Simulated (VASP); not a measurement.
Here is a VASP 6.6.1 calculation.

File INCAR:

```
ALGO = Fast ; EDIFF = 1E-6
ENCUT = 520 ; GGA = PS
ISIF = 2 ; ISMEAR = 0
LASPH = True ; LCHARG = False
LREAL = False ; LWAVE = False
NBANDS = 14 ; NELM = 100
PREC = Accurate ; SIGMA = 0.15
```

The input KPOINTS:

```
k-points
0
Gamma
  20 20 20
```

POSCAR

```
TiAl
1.0
    3.1564740774      0.0000000000      0.0000000000
    0.0000000000      3.1564740774      0.0000000000
    0.0000000000      0.0000000000      3.2038211886
Ti Al
1 1
Direct
    0.0000000000      0.0000000000      0.0000000000
    0.5000000000      0.5000000000      0.5000000000
```

Potentials or basis: VASP PAW PBE potentials, release 64 (Ti_sv, Al).

Command:

```console
$ cat potpaw_PBE.64/Ti_sv/POTCAR potpaw_PBE.64/Al/POTCAR > POTCAR
$ mpirun -np 1 vasp_std > vasp.out
```

Question: Predict the pressure.

Answer: -1.6 GPa.

Question: Predict the band gap on the k mesh.

Answer: Zero (an odd number of electrons rules out a gap without spin polarisation).

Stress tensor (GPa, compression positive):
```
-1.96  0.00  0.00
 0.00 -1.96  0.00
 0.00  0.00 -1.00
```

Caveat: the cell differs from its parent crystal (strain +0.000 along x and y, +0.015 along z); the PAW data sets were made with another functional, which shifts forces and pressure a little.
